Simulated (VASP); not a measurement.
Wanted: the native input for a VASP 6.6.1 run.

| Quantity | Value |
| --- | --- |
| Task | single point |
| Functional | PBE |
| Potentials or basis | VASP PAW PBE potentials, release 64 (B, N) |
| Cutoff | 520 eV |
| k mesh | 26 × 26 × 24 |
| Occupations | gaussian, width 0.1 eV |
| Spin | no spin polarisation |
| Dipole correction | no |
| Further INCAR settings | ALGO = Normal; EDIFF = 1e-06; NBANDS = 11 |

The structure of BN lies in POSCAR:

```
BN
1.0
    1.1406891394     -4.2447218801      0.0000000000
    1.1406891394      4.2447218801      0.0000000000
    0.0000000000      0.0000000000      2.2809362686
B N
1 1
Direct
    0.0000000000      0.0000000000      0.0000000000
    0.5000000000      0.5000000000      0.5000000000
```

The cell was generated, and may not be a known phase.

The input as run:

INCAR

```
PREC = Accurate
ENCUT = 520
EDIFF = 1E-6
ISMEAR = 0
SIGMA = 0.1
LREAL = F
LASPH = T
NELM = 60
ALGO = Normal
ISIF = 2
LWAVE = F
LCHARG = T
GGA = PE
LELF = T
LVHAR = T
NBANDS = 11
```

KPOINTS

```
regular mesh
0
Gamma
  26 26 24
```

Potentials or basis: VASP PAW PBE potentials, release 64 (B, N).

Command:

```bash
$ cat potpaw_PBE.64/B/POTCAR potpaw_PBE.64/N/POTCAR > POTCAR
$ mpirun -np 1 vasp_std > vasp.out
```

It gave:

The pressure is 0.1 GPa and the band gap on the k mesh is zero (bands 4 and 5 overlap by 0.78 eV).

Caveat: semilocal functionals underestimate gaps, and a narrow one can read as zero.

Run time: 16 min on 1 thread of Intel Xeon 8259CL, on a shared host, peak memory 0.64 GiB.
